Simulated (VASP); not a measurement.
A run of VASP 6.6.1:

POSCAR

```
Hf
1.0
    3.1967000000      0.0000000000      0.0000000000
   -1.5983500000      2.7684234083      0.0000000000
    0.0000000000      0.0000000000      5.0578000000
Hf
2
Direct
    0.6666666667      0.3333333333      0.7500000000
    0.3333333333      0.6666666667      0.2500000000
```

File INCAR.step1:

```
PREC     = Accurate       # precision mode
ENCUT    = 520            # plane-wave cutoff, eV
EDIFF    = 1E-5           # SCF threshold, eV
ISMEAR   = -1             # smearing method
SIGMA    = 0.05           # smearing width, eV
LREAL    = False          # projectors in reciprocal space
LASPH    = True           # aspherical terms in the spheres
NELM     = 80             # most SCF steps
ALGO     = Normal         # electronic algorithm
ISIF     = 2              # what is computed and relaxed
LWAVE    = True           # write WAVECAR
LCHARG   = False          # write CHGCAR
NBANDS   = 17             # bands
GGA      = PE             # functional
```

The input INCAR.step2:

```
PREC     = Accurate       # precision mode
ENCUT    = 520            # plane-wave cutoff, eV
EDIFF    = 1E-7           # SCF threshold, eV
ISMEAR   = -1             # smearing method
SIGMA    = 0.05           # smearing width, eV
LREAL    = False          # projectors in reciprocal space
LASPH    = True           # aspherical terms in the spheres
NELM     = 80             # most SCF steps
ALGO     = Normal         # electronic algorithm
ISIF     = 2              # what is computed and relaxed
LWAVE    = False          # write WAVECAR
LCHARG   = False          # write CHGCAR
GGA      = PE             # functional
LHFCALC  = True           # exact exchange
HFSCREEN = 0.2079         # screening, 1/A
PRECFOCK = Normal       
NBANDS   = 17             # bands
ISTART   = 1
```

The input KPOINTS:

```
regular mesh
0
Gamma
  6 6 4
```

Potentials or basis: VASP PAW PBE potentials, release 64 (Hf_pv).

Launch:

```bash
$ cat potpaw_PBE.64/Hf_pv/POTCAR > POTCAR
$ cp INCAR.step1 INCAR
$ mpirun -np 1 vasp_std > vasp.out
$ cp INCAR.step2 INCAR
$ mpirun -np 1 vasp_std > vasp.out
```

Hardware: 1 thread of Intel(R) Xeon(R) Platinum 8259CL CPU @ 2.50GHz (Skylake/Cascade Lake), on a shared host.

**Question.** How long does it take, and how much memory?

**Answer.** Wall time 80 min on 1 thread of Intel(R) Xeon(R) Platinum 8259CL CPU @ 2.50GHz (Skylake/Cascade Lake) (shared host), peak memory 0.28 GiB. Counts: k points 21.
